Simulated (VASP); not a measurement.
Set up this calculation in VASP 6.6.1, as the native input.

```
Task                   : single point
Functional             : r2SCAN
Potentials or basis    : VASP PAW PBE potentials, release 64 (K_sv, I)
Cutoff                 : 520 eV
k mesh                 : 4 × 4 × 4
Occupations            : gaussian, width 0.01 eV
Spin                   : no spin polarisation
Dipole correction      : no
Further INCAR settings : ALGO = Normal; EDIFF = 1e-06; NBANDS = 15
```

The system is KI.

```
K I
1.0
     0.00000    3.96589    3.96589
     3.96589    0.00000    3.96589
     3.96589    3.96589    0.00000
K I
1 1
Cartesian
  0.0000 0.0000 0.0000
  1.9829 1.9829 1.9829
```

The input as run:

POSCAR

```
KI
1.0
    0.0000000000      3.9658940644      3.9658940644
    3.9658940644      0.0000000000      3.9658940644
    3.9658940644      3.9658940644      0.0000000000
K I
1 1
Direct
    0.0000000000      0.0000000000      0.0000000000
    0.2500000000      0.2500000000      0.2500000000
```

INCAR.step1

```
PREC = Accurate ; ENCUT = 520
ISMEAR = 0 ; SIGMA = 0.01
LREAL = F ; LASPH = T
NELM = 60 ; NBANDS = 15
GGA = PE ; ALGO = Normal
EDIFF = 1E-4 ; LWAVE = T
LCHARG = F
```

INCAR.step2

```
PREC = Accurate ; ENCUT = 520
EDIFF = 1E-6 ; ISMEAR = 0
SIGMA = 0.01 ; LREAL = F
LASPH = T ; NELM = 60
ALGO = Normal ; ISIF = 2
LWAVE = F ; LCHARG = T
METAGGA = R2SCAN ; LMIXTAU = T
LELF = T ; LVHAR = T
NBANDS = 15 ; ISTART = 1
```

KPOINTS

```
Automatic mesh
0
Gamma
  4 4 4
```

Potentials or basis: VASP PAW PBE potentials, release 64 (K_sv, I).

Command:

```sh
$ cat potpaw_PBE.64/K_sv/POTCAR potpaw_PBE.64/I/POTCAR > POTCAR
$ cp INCAR.step1 INCAR
$ mpirun -np 1 vasp_std > vasp.out
$ cp INCAR.step2 INCAR
$ mpirun -np 1 vasp_std > vasp.out
```

Results of the run:

```
Pressure               : 0.0 GPa
Band gap on the k mesh : 4.47 eV, direct
```

Caveat: the PAW data sets were made with another functional, which shifts forces and pressure a little; spin-orbit coupling is left out, which moves the levels of the heavy elements.

It took 48 s on 1 thread of Intel(R) Xeon(R) Platinum 8488C (Sapphire Rapids) (shared host), peak memory 0.28 GiB.
